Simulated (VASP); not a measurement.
# ZnS (I-4m2) in VASP: further runs

Runs on ZnS. Level: r2SCAN. Tasks: single point.

Program: VASP 6.6.1. These are calculated values, not measurements. Logs are shortened: lines on timing, memory, paths and dates and some standing lists are left out, and cuts for length are marked.

## (1) The cell of the first run

The structure is tetragonal, space group I-4m2 (No. 119). Conventional cell: a = 4.131 Å, b = 4.131 Å, c = 5.193 Å, α = 90.00°, β = 90.00°, γ = 90.00°. Zn (site symmetry -4m2) has 4 S at 2.44 Å within 3.2 Å. S (site symmetry -4m2) has 4 Zn at 2.44 Å within 3.2 Å.

## (2) Single point, r2SCAN (strain +0.080 along x and y, -0.040 along z)

The input, POSCAR:

```
ZnS
1.0
    0.0000000000      2.9210220000      2.5964640000
    2.9210220000      0.0000000000      2.5964640000
    2.9210220000      2.9210220000      0.0000000000
Zn S
1 1
Direct
    0.0000000000      0.0000000000      0.0000000000
    0.7500000000      0.7500000000      0.7500000000
```

The input, INCAR.step1:

```
SYSTEM = ZnS
  ALGO = Normal
  EDIFF = 1E-4
  ENCUT = 520
  GGA = PE
  ISMEAR = 0
  LASPH = .TRUE.
  LCHARG = .FALSE.
  LREAL = .FALSE.
  LWAVE = .TRUE.
  NBANDS = 16
  NELM = 100
  PREC = Accurate
  SIGMA = 0.05
```

The input, INCAR.step2:

```
SYSTEM = ZnS
  ALGO = Normal
  EDIFF = 1E-6
  ENCUT = 520
  ISIF = 2
  ISMEAR = 0
  ISTART = 1
  LASPH = .TRUE.
  LCHARG = .FALSE.
  LMIXTAU = .TRUE.
  LREAL = .FALSE.
  LWAVE = .FALSE.
  METAGGA = R2SCAN
  NBANDS = 16
  NELM = 100
  PREC = Accurate
  SIGMA = 0.05
```

The input, KPOINTS:

```
k-points
0
G
  8 8 8
  0 0 0
```

Potentials or basis: VASP PAW PBE potentials, release 64 (Zn, S).

Launch:

```console
cat potpaw_PBE.64/Zn/POTCAR potpaw_PBE.64/S/POTCAR > POTCAR
cp INCAR.step1 INCAR
mpirun -np 1 vasp_std > vasp.out
cp INCAR.step2 INCAR
mpirun -np 1 vasp_std > vasp.out
```

OUTCAR:

```text
SYSTEM = ZnS
   EDIFF = 1E-6
   ENCUT = 520
   ISIF = 2
   ISMEAR = 0
   ISTART = 1
   LASPH = .TRUE.
   LREAL = .FALSE.
   METAGGA = R2SCAN
   NELM = 100
   PREC = Accurate

 ion  position               nearest neighbor table
   1  0.000  0.000  0.000-   2 2.44   2 2.44   2 2.44   2 2.44
   2  0.750  0.750  0.750-   1 2.44   1 2.44   1 2.44   1 2.44

  LATTYP: Found a body centered tetragonal cell.
 ALAT       =     4.1309489284
 C/A-ratio  =     1.2570787221

  Lattice vectors:

 A1 = (   0.0000000000,  -2.9210220000,  -2.5964640000)
 A2 = (   0.0000000000,   2.9210220000,  -2.5964640000)
 A3 = (   2.9210220000,   0.0000000000,   2.5964640000)

Analysis of symmetry for initial positions (statically):
=====================================================================
 Subroutine PRICEL returns:
 Original cell was already a primitive cell.

 Routine SETGRP: Setting up the symmetry group for a
 body centered tetragonal supercell.

 Subroutine GETGRP returns: Found  8 space group operations
 (whereof  8 operations were pure point group operations)
 out of a pool of 16 trial point group operations.

The static configuration has the point symmetry D_2d.

Analysis of symmetry for dynamics (positions and initial velocities):
=====================================================================
 Subroutine PRICEL returns:
 Original cell was already a primitive cell.

 Routine SETGRP: Setting up the symmetry group for a
 body centered tetragonal supercell.

 Subroutine GETGRP returns: Found  8 space group operations
 (whereof  8 operations were pure point group operations)
 out of a pool of 16 trial point group operations.

The dynamic configuration has the point symmetry D_2d.

 Subroutine INISYM returns: Found  8 space group operations
 (whereof  8 operations are pure point group operations),
 and found     1 'primitive' translations

----------------------------------------------------------------------------------------

                                     Primitive cell

  volume of cell :      44.3080

  direct lattice vectors                    reciprocal lattice vectors
     0.000000000  2.921022000  2.596464000    -0.171172966  0.171172966  0.192569587
     2.921022000  0.000000000  2.596464000     0.171172966 -0.171172966  0.192569587
     2.921022000  2.921022000  0.000000000     0.171172966  0.171172966 -0.192569587

  length of vectors
     3.908195853  3.908195853  4.130948928     0.309327358  0.309327358  0.309327358

  position of ions in fractional coordinates (direct lattice)
     0.000000000  0.000000000  0.000000000
     0.750000000  0.750000000  0.750000000

  ion indices of the primitive-cell ions
   primitive index   ion index
                 1           1
                 2           2

----------------------------------------------------------------------------------------

 KPOINTS: k-points

Automatic generation of k-mesh.
 Grid dimensions read from file:
 generate k-points for:    8    8    8

 Generating k-lattice:

  Cartesian coordinates                     Fractional coordinates (reciprocal lattice)
    -0.021396621  0.021396621  0.024071198     0.125000000  0.000000000  0.000000000
     0.021396621 -0.021396621  0.024071198     0.000000000  0.125000000  0.000000000
     0.021396621  0.021396621 -0.024071198     0.000000000  0.000000000  0.125000000

  Length of vectors
     0.038665920  0.038665920  0.038665920

  Shift w.r.t. Gamma in fractional coordinates (k-lattice)
     0.000000000  0.000000000  0.000000000

 Subroutine IBZKPT returns following result:
 ===========================================

 Found     59 irreducible k-points:

 Following reciprocal coordinates:
            Coordinates               Weight
  0.000000  0.000000  0.000000      1.000000
  0.125000 -0.000000  0.000000      8.000000
  0.250000 -0.000000  0.000000      8.000000
  0.375000  0.000000  0.000000      8.000000
  0.500000 -0.000000  0.000000      4.000000
  0.125000  0.125000  0.000000      2.000000
[... 16 lines left out ...]
  0.250000 -0.000000  0.125000     16.000000
  0.375000  0.000000  0.125000     16.000000
 [... further k-points ...]
   k-points           NKPTS =     59   k-points in BZ     NKDIM =     59   number of bands    NBANDS=     16
   number of dos      NEDOS =    301   number of ions     NIONS =      2
   total plane-waves  NPLWV =  28800
   dimension x,y,z NGX =    30 NGY =   30 NGZ =   32
   dimension x,y,z NGXF=    60 NGYF=   60 NGZF=   64
   ions per type =               1   1
   NGX,Y,Z   is equivalent  to a cutoff of  12.76, 12.76, 12.88 a.u.
   NGXF,Y,Z  is equivalent  to a cutoff of  25.52, 25.52, 25.76 a.u.
 SYSTEM =  ZnS
   PREC   = accura    normal or accurate (medium, high low for compatibility)
   ISTART =      1    job   : 0-new  1-cont  2-samecut
   ICHARG =      0    charge: 1-file 2-atom 10-const
   ISPIN  =      1    spin polarized calculation?
   LNONCOLLINEAR =      F non collinear calculations
   LSORBIT =      F    spin-orbit coupling
   LASPH  =      T    aspherical Exc in radial PAW
   ENCUT  =  520.0 eV  38.22 Ry    6.18 a.u.   7.27  7.27  7.68*2*pi/ulx,y,z
   NELM   =    100;   NELMIN=  2; NELMDL=  0     # of ELM steps
   EDIFF  = 0.1E-05   stopping-criterion for ELM
   LREAL  =      F    real-space projection
   EDIFFG = 0.1E-04   stopping-criterion for IOM
   NSW    =      0    number of steps for IOM
   IBRION =     -1    ionic relax: 0-MD 1-quasi-New 2-CG
   NFREE  =      0    steps in history (QN), initial steepest desc. (CG)
   ISIF   =      2    stress and relaxation
   ISYM   =      2    0-nonsym 1-usesym 2-fastsym
   POTIM  = 0.5000    time-step for ionic-motion
   TEBEG  =    0.0;   TEEND  =   0.0 temperature during run
   PSTRESS=    0.0 pullay stress
   NELECT =      18.0000    total number of electrons
   NUPDOWN=      -1.0000    fix difference up-down
   EMIN   =  10.00;   EMAX   =-10.00  energy-range for DOS
   EFERMI =   0.00;   METHOD = LEGACY
   ISMEAR =     0;   SIGMA  =   0.05  broadening in eV -4-tet -1-fermi 0-gaus
   EFERMI_NEDOS =   21; number of points for ismear=-14 and -15
   IALGO  =     38    algorithm
   IMIX   =      4    mixing-type and parameters
     AMIX     =   0.40;   BMIX     =  1.00
     AMIX_MAG =   1.60;   BMIX_MAG =  1.00
  volume/ion in A,a.u.               =      22.15       149.50
  Fermi-wavevector in a.u.,A,eV,Ry     =   1.212472  2.291240 20.001763  1.470088
  Thomas-Fermi vector in A             =   2.347955
   LORBIT       =      0    0 simple, 1 ext, 2 COOP (PROOUT), +10 PAW based schemes
   METAGGA = R2SCAN    functional components
   LHFCALC =     F    Hartree Fock is set to
   AEXX    =    0.0000 exact exchange contribution
   IVDW    =     0    specifies the selected vdW correction
   LEPSILON=     F    determine dielectric tensor
   LRPA    =     F    only Hartree local field effects (RPA)
 non-spin polarized calculation
 Gauss-broadening in eV      SIGMA  =   0.05
  energy-cutoff  :      520.00
  volume of cell :       44.31
 maximum number of plane-waves:      1210
 NGX is ok and might be reduce to    30
   NGX = 15   NGY = 15   NGZ = 15

 number of electron      17.9999994 magnetization

 Free energy of the ion-electron system (eV)
  ---------------------------------------------------
  ext. energy  EPLUGINS =         0.00000000
  ---------------------------------------------------
  free energy    TOTEN  =       -18.68020024 eV

  energy without entropy =      -18.68020024  energy(sigma->0) =      -18.68020024

 E-fermi :   1.2343     XC(G=0):  -9.7190

 val. band max:        1.0117251401   @ k =   0.0000   0.0000   0.0000
 cond. band min:       2.9146573971   @ k =   0.0000   0.0000   0.0000
 fundamental gap:      1.9029322570
 Fermi energy:         1.2342727972

 k-point     1 :       0.0000    0.0000    0.0000
  band No.  band energies     occupation
      1     -12.0664      2.00000
      2      -5.3076      2.00000
      3      -5.3076      2.00000
      4      -5.2590      2.00000
      5      -4.9084      2.00000
      6      -4.9001      2.00000
[... 8 lines left out ...]
     15      12.5307      0.00000
     16      13.5729      0.00000

 k-point     2 :       0.1250   -0.0000    0.0000
  band No.  band energies     occupation
      1     -11.9690      2.00000
      2      -5.2958      2.00000
      3      -5.2933      2.00000
      4      -5.2429      2.00000
      5      -4.9065      2.00000
      6      -4.9028      2.00000
[... 8 lines left out ...]
     15      12.5195      0.00000
     16      13.6914      0.00000

 k-point     3 :       0.2500   -0.0000    0.0000
  band No.  band energies     occupation
      1     -11.7179      2.00000
      2      -5.2633      2.00000
      3      -5.2450      2.00000
      4      -5.1891      2.00000
      5      -4.9055      2.00000
      6      -4.8954      2.00000
[... 8 lines left out ...]
     15      12.0769      0.00000
     16      13.8531      0.00000

 k-point     4 :       0.3750    0.0000    0.0000
  band No.  band energies     occupation
      1     -11.4395      2.00000
      2      -5.2411      2.00000
      3      -5.1872      2.00000
      4      -5.0199      2.00000
      5      -4.8932      2.00000
      6      -4.8730      2.00000
[... 8 lines left out ...]
     15      13.5049      0.00000
     16      13.6840      0.00000

 k-point     5 :       0.5000   -0.0000    0.0000
  band No.  band energies     occupation
      1     -11.3143      2.00000
      2      -5.2345      2.00000
      3      -5.1709      2.00000
      4      -4.9173      2.00000
      5      -4.8601      2.00000
      6      -4.7544      2.00000
[... 8 lines left out ...]
     15      13.9281      0.00000
     16      15.0693      0.00000

 k-point     6 :       0.1250    0.1250    0.0000
  band No.  band energies     occupation
      1     -11.9194      2.00000
      2      -5.2798      2.00000
      3      -5.2798      2.00000
      4      -5.2676      2.00000
      5      -4.9070      2.00000
      6      -4.8966      2.00000
[... 8 lines left out ...]
     15      12.3976      0.00000
     16      14.3687      0.00000

 k-point     7 :       0.2500    0.1250    0.0000
  band No.  band energies     occupation
      1     -11.7066      2.00000
      2      -5.2624      2.00000
      3      -5.2459      2.00000
      4      -5.2215      2.00000
      5      -4.9085      2.00000
      6      -4.8826      2.00000
[... 8 lines left out ...]
     15      12.7080      0.00000
     16      14.5104      0.00000

 k-point     8 :       0.3750    0.1250    0.0000
  band No.  band energies     occupation
      1     -11.4337      2.00000
      2      -5.2177      2.00000
      3      -5.2078      2.00000
      4      -5.1082      2.00000
      5      -4.8773      2.00000
      6      -4.8642      2.00000
[... 8 lines left out ...]
     15      13.9988      0.00000
     16      14.3086      0.00000

 k-point     9 :       0.5000    0.1250    0.0000
  band No.  band energies     occupation
      1     -11.2673      2.00000
      2      -5.2081      2.00000
      3      -5.1726      2.00000
      4      -4.9692      2.00000
      5      -4.8587      2.00000
      6      -4.7407      2.00000
[... 8 lines left out ...]
     15      14.8026      0.00000
     16      14.9627      0.00000
[... 172 lines left out ...]
 k-point    19 :       0.5000    0.3750    0.0000
  band No.  band energies     occupation
      1     -11.0242      2.00000
      2      -5.2130      2.00000
      3      -5.0742      2.00000
      4      -5.0577      2.00000
      5      -4.8385      2.00000
      6      -4.6659      2.00000
[... 8 lines left out ...]
     15      14.7752      0.00000
     16      15.7864      0.00000

 k-point    20 :      -0.3750    0.3750    0.0000
  band No.  band energies     occupation
      1     -11.0329      2.00000
      2      -5.1770      2.00000
      3      -5.0957      2.00000
      4      -5.0161      2.00000
      5      -4.8583      2.00000
      6      -4.6119      2.00000
[... 8 lines left out ...]
     15      13.4687      0.00000
     16      16.9923      0.00000

 k-point    21 :       0.5000    0.5000    0.0000
  band No.  band energies     occupation
      1     -10.9702      2.00000
      2      -5.2343      2.00000
      3      -5.0471      2.00000
      4      -5.0471      2.00000
      5      -4.8285      2.00000
      6      -4.6379      2.00000
[... 8 lines left out ...]
     15      14.8174      0.00000
     16      15.4848      0.00000

 k-point    22 :       0.1250    0.0000    0.1250
  band No.  band energies     occupation
      1     -11.9452      2.00000
      2      -5.3086      2.00000
      3      -5.2803      2.00000
      4      -5.2238      2.00000
      5      -4.9182      2.00000
      6      -4.8956      2.00000
[... 8 lines left out ...]
     15      12.9421      0.00000
     16      13.9386      0.00000

 k-point    23 :       0.2500   -0.0000    0.1250
  band No.  band energies     occupation
      1     -11.7513      2.00000
      2      -5.2843      2.00000
      3      -5.2435      2.00000
      4      -5.1791      2.00000
      5      -4.9242      2.00000
      6      -4.8885      2.00000
[... 8 lines left out ...]
     15      12.9083      0.00000
     16      14.9260      0.00000

 k-point    24 :       0.3750    0.0000    0.1250
  band No.  band energies     occupation
      1     -11.4791      2.00000
      2      -5.2414      2.00000
      3      -5.1766      2.00000
      4      -5.0818      2.00000
      5      -4.9158      2.00000
      6      -4.8720      2.00000
[... 8 lines left out ...]
     15      13.3353      0.00000
     16      14.6776      0.00000

 [... further k-points ...]
[... 5 lines left out ...]
  --------------------------------------------------------------------------------------
  -------------------------------------------------------------------------------------
  Total       -2.5299567     -2.5299567     -1.3031047      0.0000000     -0.0000000      0.0000000
  in kB      -91.4832778    -91.4832778    -47.1202883      0.0000000     -0.0000000      0.0000000
  external PRESSURE =     -76.6956147 kB  Pullay stress =       0.0000000 kB

 VOLUME and BASIS-vectors are now :
 -----------------------------------------------------------------------------
  energy-cutoff  :      520.00
  volume of cell :       44.31
      direct lattice vectors                 reciprocal lattice vectors
     0.000000000  2.921022000  2.596464000    -0.171172966  0.171172966  0.192569587
     2.921022000  0.000000000  2.596464000     0.171172966 -0.171172966  0.192569587
     2.921022000  2.921022000  0.000000000     0.171172966  0.171172966 -0.192569587

 POSITION                                       TOTAL-FORCE (eV/Angst)
 -----------------------------------------------------------------------------------
      0.00000      0.00000      0.00000        -0.000000     -0.000000      0.000000
      4.38153      4.38153      3.89470         0.000000      0.000000     -0.000000
 -----------------------------------------------------------------------------------
    total drift:                                0.000598      0.000598      0.001472

  FREE ENERGIE OF THE ION-ELECTRON SYSTEM (eV)
  ---------------------------------------------------
  free  energy   TOTEN  =       -18.6802002426 eV

  energy  without entropy=      -18.6802002426  energy(sigma->0) =      -18.68020024
```

Run time: 5.3 min. Hardware: 1 thread of Intel Xeon 8259CL, shared host; peak memory 0.2 GiB.

What came out:

| Property | Result |
| --- | --- |
| Free energy | -18.6802 eV |
| Pressure | -7.7 GPa |
| Band gap on the k mesh | 1.90 eV |

Caveat: the cell differs from its parent crystal (strain +0.080 along x and y, -0.040 along z); the cell stands under tension; the PAW data sets were made with another functional, which shifts forces and pressure a little.

## (3) Single point, r2SCAN (strain +0.080 along x and y, +0.000 along z)

The input, POSCAR:

```
ZnS
1.0
    0.0000000000      2.9210220000      2.7046500000
    2.9210220000      0.0000000000      2.7046500000
    2.9210220000      2.9210220000      0.0000000000
Zn S
1 1
Direct
    0.0000000000      0.0000000000      0.0000000000
    0.7500000000      0.7500000000      0.7500000000
```

The input, INCAR.step1:

```
SYSTEM = ZnS
PREC = Accurate
ENCUT = 520
ISMEAR = 0
SIGMA = 0.05
LREAL = .FALSE.
LASPH = .TRUE.
NELM = 60
NBANDS = 16
GGA = PE
ALGO = Normal
EDIFF = 1E-4
LWAVE = .TRUE.
LCHARG = .FALSE.
```

The input, INCAR.step2:

```
SYSTEM = ZnS
PREC = Accurate
ENCUT = 520
EDIFF = 1E-7
ISMEAR = 0
SIGMA = 0.05
LREAL = .FALSE.
LASPH = .TRUE.
NELM = 60
ALGO = Normal
ISIF = 2
LWAVE = .FALSE.
LCHARG = .FALSE.
METAGGA = R2SCAN
LMIXTAU = .TRUE.
NBANDS = 16
ISTART = 1
```

The input, KPOINTS:

```
regular mesh
0
G
  8 8 8
  0 0 0
```

Potentials or basis: VASP PAW PBE potentials, release 64 (Zn, S).

Launch:

```console
cat potpaw_PBE.64/Zn/POTCAR potpaw_PBE.64/S/POTCAR > POTCAR
cp INCAR.step1 INCAR
mpirun -np 1 vasp_std > vasp.out
cp INCAR.step2 INCAR
mpirun -np 1 vasp_std > vasp.out
```

OUTCAR:

```text
SYSTEM = ZnS
   PREC = Accurate
   ENCUT = 520
   EDIFF = 1E-7
   ISMEAR = 0
   LREAL = .FALSE.
   LASPH = .TRUE.
   NELM = 60
   ISIF = 2
   METAGGA = R2SCAN
   ISTART = 1

 ion  position               nearest neighbor table
   1  0.000  0.000  0.000-   2 2.47   2 2.47   2 2.47   2 2.47
   2  0.750  0.750  0.750-   1 2.47   1 2.47   1 2.47   1 2.47

  LATTYP: Found a body centered tetragonal cell.
 ALAT       =     4.1309489284
 C/A-ratio  =     1.3094570022

  Lattice vectors:

 A1 = (   0.0000000000,  -2.9210220000,  -2.7046500000)
 A2 = (   0.0000000000,   2.9210220000,  -2.7046500000)
[... 626 lines left out ...]
      4      -5.3162      2.00000
      5      -5.1723      2.00000
      6      -5.1405      2.00000
[... 8 lines left out ...]
     15      13.0814      0.00000
     16      13.9511      0.00000

 [... further k-points ...]
[... 5 lines left out ...]
  --------------------------------------------------------------------------------------
  -------------------------------------------------------------------------------------
  Total       -2.9277956     -2.9277956     -2.0396512      0.0000000      0.0000000      0.0000000
  in kB     -101.6343724   -101.6343724    -70.8036706      0.0000000      0.0000000      0.0000000
  external PRESSURE =     -91.3574718 kB  Pullay stress =       0.0000000 kB

 VOLUME and BASIS-vectors are now :
 -----------------------------------------------------------------------------
  energy-cutoff  :      520.00
  volume of cell :       46.15
      direct lattice vectors                 reciprocal lattice vectors
     0.000000000  2.921022000  2.704650000    -0.171172966  0.171172966  0.184866803
     2.921022000  0.000000000  2.704650000     0.171172966 -0.171172966  0.184866803
     2.921022000  2.921022000  0.000000000     0.171172966  0.171172966 -0.184866803

 POSITION                                       TOTAL-FORCE (eV/Angst)
 -----------------------------------------------------------------------------------
      0.00000      0.00000      0.00000        -0.000000     -0.000000     -0.000000
      4.38153      4.38153      4.05697         0.000000      0.000000      0.000000
 -----------------------------------------------------------------------------------
    total drift:                               -0.000771     -0.000771     -0.001318

  FREE ENERGIE OF THE ION-ELECTRON SYSTEM (eV)
  ---------------------------------------------------
  free  energy   TOTEN  =       -18.6119480834 eV

  energy  without entropy=      -18.6119480834  energy(sigma->0) =      -18.61194808
```

It took 6.5 min on 1 thread of Intel Xeon 8259CL, shared host; peak memory 0.2 GiB.

Results:

```
Free energy            : -18.6119 eV
Pressure               : -9.1 GPa
Band gap on the k mesh : 1.81 eV
```

Caveat: the cell differs from its parent crystal (strain +0.080 along x and y, +0.000 along z); the cell stands under tension; the PAW data sets were made with another functional, which shifts forces and pressure a little.

[end of part 1 of 2]
